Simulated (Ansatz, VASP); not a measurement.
## Ti3CuBr: VASP beside Ansatz

```
Ti Cu Br
1.0
     4.40803    0.00000    0.00000
     0.00000    4.40803    0.00000
     0.00000    0.00000    4.40803
Ti Cu Br
3 1 1
Direct
  0.00000 0.50000 0.50000
  0.50000 0.50000 0.00000
  0.50000 0.00000 0.50000
  0.50000 0.50000 0.50000
  0.00000 0.00000 0.00000
```

Change from the starting cell: species swapped into the CsHgCl3 type (Pm-3m, No. 221).

Alike in both runs: task single point; functional PBE; k mesh 4 × 4 × 4; occupations gaussian, width 0.1 eV; collinear spin.

```csv
,VASP,Ansatz
version,VASP 6.6.1,Ansatz 0.2.0
potentials or method,"VASP PAW PBE potentials, release 64 (Ti_sv, Cu, Br), cutoff 520 eV","scalar-relativistic, plane waves, PAW"
valence electrons in the cell,54,62
```

|  | VASP | Ansatz | Ansatz less VASP |
| --- | --- | --- | --- |
| gap on the k mesh at the Fermi level (eV) | none | none | - |
| pressure (GPa) | 20.4 | 20.4 | +0.03 |
| net moment per atom (μB) | 0.00 | 0.00 | -0.001 |

A gap of «none» marks a metal or a gap that the smearing closes. VASP's potentials hold 54 valence electrons a cell and Ansatz's 62, so a difference there can come from the potentials and not from the codes. Ansatz's warnings: seeded moment not kept.
